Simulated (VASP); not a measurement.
# EuS (Fm-3m) in VASP: single point with PBE

Aim: the single point of EuS with PBE.

Program: VASP 6.6.1. These are calculated values, not measurements. Logs are shortened: lines on timing, memory, paths and dates and some standing lists are left out, and cuts for length are marked.

**1. The cell of the first run**

The structure is cubic, space group Fm-3m (No. 225). The conventional cell has a = 5.957 Å, b = 5.957 Å, c = 5.957 Å, α = 90.00°, β = 90.00°, γ = 90.00°. Eu (site symmetry m-3m) has 6 S at 2.98 Å within 3.9 Å. Within 3.9 Å of S (site symmetry m-3m) lie 6 Eu at 2.98 Å.

**2. Single point, PBE, collinear spin, ferromagnetic start**

INCAR

```
PREC = Accurate
ENCUT = 600
EDIFF = 1E-6
ISMEAR = -1
SIGMA = 0.1
LREAL = False
LASPH = True
NELM = 200
ALGO = Normal
ISIF = 2
LWAVE = False
LCHARG = True
ISPIN = 2
MAGMOM = 9.1 0
LORBIT = 11
LMAXMIX = 6
GGA = PE
LELF = True
LVHAR = True
NBANDS = 22
GGA_COMPAT = False
```

KPOINTS

```
Automatic mesh
0
Gamma
  10 10 10
```

POSCAR

```
EuS
1.0
    4.2122350000      0.0000000000      0.0000000000
    2.1061175000      3.6479025167      0.0000000000
    2.1061175000      1.2159675056      3.4392754756
Eu S
1 1
Direct
    0.0000000000      0.0000000000      0.0000000000
    0.5000000000      0.5000000000      0.5000000000
```

Potentials or basis: VASP PAW PBE potentials, release 64 (Eu, S).

The run is started by

```bash
$ cat potpaw_PBE.64/Eu/POTCAR potpaw_PBE.64/S/POTCAR > POTCAR
$ mpirun -np 1 vasp_std > vasp.out
```

OUTCAR:

```text
PREC = Accurate
   ENCUT = 600
   EDIFF = 1E-6
   ISMEAR = -1
   LREAL = False
   LASPH = True
   NELM = 200
   ISIF = 2
   ISPIN = 2
   LORBIT = 11
   GGA = PE

 ion  position               nearest neighbor table
   1  0.000  0.000  0.000-   2 2.98   2 2.98   2 2.98   2 2.98   2 2.98   2 2.98
   2  0.500  0.500  0.500-   1 2.98   1 2.98   1 2.98   1 2.98   1 2.98   1 2.98

  LATTYP: Found a face centered cubic cell.
 ALAT       =     5.9569998649

  Lattice vectors:

 A1 = (   4.2122350000,   0.0000000000,   0.0000000000)
 A2 = (   2.1061175000,   3.6479025167,   0.0000000000)
 A3 = (   2.1061175000,   1.2159675056,   3.4392754756)

Analysis of symmetry for initial positions (statically):
=====================================================================
 Subroutine PRICEL returns:
 Original cell was already a primitive cell.

 Routine SETGRP: Setting up the symmetry group for a
 face centered cubic supercell.

 Subroutine GETGRP returns: Found 48 space group operations
 (whereof 48 operations were pure point group operations)
 out of a pool of 48 trial point group operations.

The static configuration has the point symmetry O_h .

Analysis of symmetry for dynamics (positions and initial velocities):
=====================================================================
 Subroutine PRICEL returns:
 Original cell was already a primitive cell.

 Routine SETGRP: Setting up the symmetry group for a
 face centered cubic supercell.

 Subroutine GETGRP returns: Found 48 space group operations
 (whereof 48 operations were pure point group operations)
 out of a pool of 48 trial point group operations.

The dynamic configuration has the point symmetry O_h .

Analysis of structural, dynamic, and magnetic symmetry:
=====================================================================
 Subroutine PRICEL returns:
 Original cell was already a primitive cell.

 Routine SETGRP: Setting up the symmetry group for a
 face centered cubic supercell.

 Subroutine GETGRP returns: Found 48 space group operations
 (whereof 48 operations were pure point group operations)
 out of a pool of 48 trial point group operations.

The overall configuration has the point symmetry O_h .

 Subroutine INISYM returns: Found 48 space group operations
 (whereof 48 operations are pure point group operations),
 and found     1 'primitive' translations

----------------------------------------------------------------------------------------

                                     Primitive cell

  volume of cell :      52.8473

  direct lattice vectors                    reciprocal lattice vectors
     4.212235000  0.000000000  0.000000000     0.237403659 -0.137065066 -0.096919638
     2.106117500  3.647902517  0.000000000     0.000000000  0.274130132 -0.096919638
     2.106117500  1.215967506  3.439275476     0.000000000  0.000000000  0.290758913

  length of vectors
     4.212235000  4.212235000  4.212235000     0.290758913  0.290758913  0.290758913

  position of ions in fractional coordinates (direct lattice)
     0.000000000  0.000000000  0.000000000
     0.500000000  0.500000000  0.500000000

  ion indices of the primitive-cell ions
   primitive index   ion index
                 1           1
                 2           2

----------------------------------------------------------------------------------------

 KPOINTS: Automatic mesh

Automatic generation of k-mesh.
 Grid dimensions read from file:
 generate k-points for:   10   10   10

 Generating k-lattice:

  Cartesian coordinates                     Fractional coordinates (reciprocal lattice)
     0.023740366 -0.013706507 -0.009691964     0.100000000  0.000000000  0.000000000
     0.000000000  0.027413013 -0.009691964     0.000000000  0.100000000  0.000000000
     0.000000000  0.000000000  0.029075891     0.000000000  0.000000000  0.100000000

  Length of vectors
     0.029075891  0.029075891  0.029075891

  Shift w.r.t. Gamma in fractional coordinates (k-lattice)
     0.000000000  0.000000000  0.000000000

 Subroutine IBZKPT returns following result:
 ===========================================

 Found     47 irreducible k-points:

 Following reciprocal coordinates:
            Coordinates               Weight
  0.000000  0.000000  0.000000      1.000000
  0.100000 -0.000000 -0.000000      8.000000
  0.200000 -0.000000 -0.000000      8.000000
  0.300000 -0.000000 -0.000000      8.000000
  0.400000 -0.000000 -0.000000      8.000000
  0.500000 -0.000000 -0.000000      4.000000
[... 16 lines left out ...]
  0.300000  0.300000 -0.000000      6.000000
  0.400000  0.300000 -0.000000     24.000000
 [... further k-points ...]
   k-points           NKPTS =     47   k-points in BZ     NKDIM =     47   number of bands    NBANDS=     22
   number of dos      NEDOS =    301   number of ions     NIONS =      2
   total plane-waves  NPLWV =  46656
   dimension x,y,z NGX =    36 NGY =   36 NGZ =   36
   dimension x,y,z NGXF=    72 NGYF=   72 NGZF=   72
   ions per type =               1   1
   NGX,Y,Z   is equivalent  to a cutoff of  14.21, 14.21, 14.21 a.u.
   NGXF,Y,Z  is equivalent  to a cutoff of  28.42, 28.42, 28.42 a.u.
 SYSTEM =  unknown system
   PREC   = accura    normal or accurate (medium, high low for compatibility)
   ISTART =      0    job   : 0-new  1-cont  2-samecut
   ICHARG =      2    charge: 1-file 2-atom 10-const
   ISPIN  =      2    spin polarized calculation?
   LNONCOLLINEAR =      F non collinear calculations
   LSORBIT =      F    spin-orbit coupling
   LASPH  =      T    aspherical Exc in radial PAW
   ENCUT  =  600.0 eV  44.10 Ry    6.64 a.u.   8.41  8.41  8.41*2*pi/ulx,y,z
   NELM   =    200;   NELMIN=  2; NELMDL= -5     # of ELM steps
   EDIFF  = 0.1E-05   stopping-criterion for ELM
   LREAL  =      F    real-space projection
   EDIFFG = 0.1E-04   stopping-criterion for IOM
   NSW    =      0    number of steps for IOM
   IBRION =     -1    ionic relax: 0-MD 1-quasi-New 2-CG
   NFREE  =      0    steps in history (QN), initial steepest desc. (CG)
   ISIF   =      2    stress and relaxation
   ISYM   =      2    0-nonsym 1-usesym 2-fastsym
   POTIM  = 0.5000    time-step for ionic-motion
   TEBEG  =    0.0;   TEEND  =   0.0 temperature during run
   PSTRESS=    0.0 pullay stress
   NELECT =      23.0000    total number of electrons
   NUPDOWN=      -1.0000    fix difference up-down
   EMIN   =  10.00;   EMAX   =-10.00  energy-range for DOS
   EFERMI =   0.00;   METHOD = LEGACY
   ISMEAR =    -1;   SIGMA  =   0.10  broadening in eV -4-tet -1-fermi 0-gaus
   EFERMI_NEDOS =   21; number of points for ismear=-14 and -15
   IALGO  =     38    algorithm
   IMIX   =      4    mixing-type and parameters
     AMIX     =   0.40;   BMIX     =  1.00
     AMIX_MAG =   1.60;   BMIX_MAG =  1.00
  volume/ion in A,a.u.               =      26.42       178.32
  Fermi-wavevector in a.u.,A,eV,Ry     =   1.240633  2.344456 20.941668  1.539169
  Thomas-Fermi vector in A             =   2.375065
   LORBIT       =     11    0 simple, 1 ext, 2 COOP (PROOUT), +10 PAW based schemes
   GGA     = PE    functional components
   LHFCALC =     F    Hartree Fock is set to
   AEXX    =    0.0000 exact exchange contribution
   IVDW    =     0    specifies the selected vdW correction
   LEPSILON=     F    determine dielectric tensor
   LRPA    =     F    only Hartree local field effects (RPA)
 spin polarized calculation
  energy-cutoff  :      600.00
  volume of cell :       52.85
 maximum number of plane-waves:      1807
 NGX is ok and might be reduce to    36
   NGX = 17   NGY = 17   NGZ = 17

 number of electron      22.9999997 magnetization       6.9545864

 Free energy of the ion-electron system (eV)
  ---------------------------------------------------
  ext. energy  EPLUGINS =         0.00000000
  ---------------------------------------------------
  free energy    TOTEN  =       -19.92256407 eV

  energy without entropy =      -19.86931963  energy(sigma->0) =      -19.89594185

 E-fermi :   4.3849     XC(G=0):  -9.6417

 val. band max:        4.3527706933   @ k =   0.4000   0.3000  -0.0000
 cond. band min:       4.4018338673   @ k =   0.5000   0.4000   0.0000
 fundamental gap:      0.0490631739
 Fermi energy:         4.3848945328

 spin component 1

 k-point     1 :       0.0000    0.0000    0.0000
  band No.  band energies     occupation
      1     -37.2638      1.00000
      2     -15.9656      1.00000
      3     -15.9656      1.00000
      4     -15.9656      1.00000
      5      -9.1794      1.00000
      6       1.5173      1.00000
[... 14 lines left out ...]
     21       6.2225      0.00000
     22      11.6647      0.00000
[... 552 lines left out ...]
  band No.  band energies     occupation
      1     -37.2502      1.00000
      2     -16.1734      1.00000
      3     -16.0440      1.00000
      4     -16.0355      1.00000
      5      -8.7133      1.00000
      6      -0.1428      1.00000
[... 14 lines left out ...]
     21      10.1911      0.00000
     22      11.1672      0.00000

 [... further k-points ...]

 spin component 2

 k-point     1 :       0.0000    0.0000    0.0000
  band No.  band energies     occupation
      1     -34.1869      1.00000
      2     -13.7174      1.00000
      3     -13.7174      1.00000
      4     -13.7174      1.00000
      5      -9.1743      1.00000
      6       1.6723      1.00000
[... 14 lines left out ...]
     21       8.9580      0.00000
     22      12.7895      0.00000
[... 552 lines left out ...]
  band No.  band energies     occupation
      1     -34.1678      1.00000
      2     -14.0169      1.00000
      3     -13.8228      1.00000
      4     -13.8105      1.00000
      5      -8.7008      1.00000
      6       0.0884      1.00000
[... 14 lines left out ...]
     21      11.0535      0.00000
     22      11.9345      0.00000

 [... further k-points ...]

------------------------ aborting loop because EDIFF is reached ----------------------------------------

  FORCE on cell =-STRESS in cart. coord.  units (eV):
  Direction    XX          YY          ZZ          XY          YZ          ZX
  --------------------------------------------------------------------------------------
  -------------------------------------------------------------------------------------
  Total       -0.9240872     -0.9240872     -0.9240872      0.0000000     -0.0000000      0.0000000
  in kB      -28.0156533    -28.0156533    -28.0156533      0.0000000     -0.0000000      0.0000000
  external PRESSURE =     -28.0156533 kB  Pullay stress =       0.0000000 kB

 VOLUME and BASIS-vectors are now :
 -----------------------------------------------------------------------------
  energy-cutoff  :      600.00
  volume of cell :       52.85
      direct lattice vectors                 reciprocal lattice vectors
     4.212235000  0.000000000  0.000000000     0.237403659 -0.137065066 -0.096919638
     2.106117500  3.647902517  0.000000000     0.000000000  0.274130132 -0.096919638
     2.106117500  1.215967506  3.439275476     0.000000000  0.000000000  0.290758913

 POSITION                                       TOTAL-FORCE (eV/Angst)
 -----------------------------------------------------------------------------------
      0.00000      0.00000      0.00000         0.000000     -0.000000      0.000000
      4.21223      2.43194      1.71964        -0.000000      0.000000      0.000000
 -----------------------------------------------------------------------------------
    total drift:                                0.000000      0.000000      0.000000

  FREE ENERGIE OF THE ION-ELECTRON SYSTEM (eV)
  ---------------------------------------------------
  free  energy   TOTEN  =       -19.9225640721 eV

  energy  without entropy=      -19.8693196308  energy(sigma->0) =      -19.89594185

 total charge

# of ion       s       p       d       f       tot
--------------------------------------------------
    1        2.027   5.755   0.311   6.642  14.735
    2        1.316   2.429   0.000   0.000   3.745
--------------------------------------------------
tot          3.343   8.184   0.311   6.642  18.480

 magnetization (x)

# of ion       s       p       d       f       tot
--------------------------------------------------
    1       -0.015  -0.113   0.090   6.612   6.574
    2       -0.007  -0.063   0.000   0.000  -0.069
--------------------------------------------------
tot         -0.021  -0.176   0.090   6.612   6.504
```

Run time: 82 s. Hardware: 1 thread of Intel Xeon 6975P-C (Granite Rapids), shared host; peak memory 0.32 GiB.

What came out:

```yaml
Free_energy: -19.9226 eV
Pressure: -2.8 GPa
Net_moment: 6.95 μB per cell
Site_moments: Eu +6.57; S -0.07 μB
Valence_electrons_inside_the_program's_atomic_spheres: Eu 14.73; S 3.75
```

Levels at points of the mesh, in eV from the Fermi level:
Spin up:
```
           k point  band 13  band 14  band 15  band 16  band 17  band 18
(0.00, 0.00, 0.00)    -0.10    -0.10    -0.10     0.71     0.97     0.97
(0.50, 0.00, 0.00)    -0.46    -0.43    -0.42     2.84     3.11     3.53
(0.50, 0.50, 0.00)    -0.48    -0.44    -0.25    -0.25     2.97     3.12
```
Spin down:
| k point | band 6 | band 7 | band 8 | band 9 | band 10 | band 11 |
| --- | --- | --- | --- | --- | --- | --- |
| (0.00, 0.00, 0.00) | -2.71 | -2.71 | -2.71 | 1.32 | 1.73 | 1.73 |
| (0.50, 0.00, 0.00) | -5.23 | -3.84 | -3.84 | 2.73 | 3.92 | 3.93 |
| (0.50, 0.50, 0.00) | -3.85 | -3.07 | -3.07 | -0.26 | 3.82 | 3.83 |

Caveat: spin-orbit coupling is left out, which moves the levels of the heavy elements; a cell with one magnetic atom can't hold antiferromagnetic order, which such compounds often take; semilocal functionals describe open f shells poorly, which spoils levels, moments and volumes. With open d or f shells a metallic result of PBE can be an artefact of self-interaction; +U or a hybrid may open a gap.
